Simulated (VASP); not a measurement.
## KF: single point with PBE

Crystal: KF.

```
CELL_PARAMETERS angstrom
-0.07091 2.58805 2.58805
2.58805 -0.07091 2.58805
2.58805 2.58805 -0.07091
ATOMIC_POSITIONS crystal
K 0.00000 0.00000 0.00000
F 0.50000 0.50000 0.50000
```

This cell differs from its parent crystal: strain along [111] -4.0%.

```json
{"Program": "VASP 6.6.1", "Task": "single point", "Functional": "PBE", "Potentials or basis": "VASP PAW PBE potentials, release 64 (K_sv, F)", "Cutoff": "520 eV", "k mesh": "4 × 4 × 4", "Occupations": "gaussian, width 0.01 eV", "Spin": "no spin polarisation", "Dipole correction": "no", "Further INCAR settings": "ALGO = Normal; EDIFF = 1e-06; NBANDS = 15"}
```

```
Pressure               : 3.7 GPa
Band gap on the k mesh : 6.43 eV
```

Stress tensor (GPa, compression positive):
```
3.67 0.30 0.30
0.30 3.67 0.30
0.30 0.30 3.67
```

Levels at points of the mesh, in eV from the valence-band top:
```tsv
k point	band 4	band 5	band 6	band 7	band 8	band 9	band 10	band 11	band 12	band 13
(0.00, 0.00, 0.00)	-9.24	-9.22	-0.04	-0.04	0.00	6.43	10.65	10.65	11.10	12.56
(0.50, 0.00, 0.00)	-9.26	-9.26	-0.88	-0.44	-0.37	9.23	10.96	12.08	12.49	14.56
(0.50, 0.50, 0.00)	-9.50	-9.46	-0.21	-0.08	-0.05	8.21	10.57	12.24	13.85	14.50
(0.50, 0.50, 0.50)	-9.29	-9.29	-0.88	-0.47	-0.47	9.35	11.13	12.36	12.36	14.67
```

It took 12 s on 1 thread of AMD EPYC 7R13, with other jobs on the host, peak memory 0.12 GiB.

Caveat: the k points lie up to 0.51 Å⁻¹ apart; the cell differs from its parent crystal (strain along [111] -4.0%).
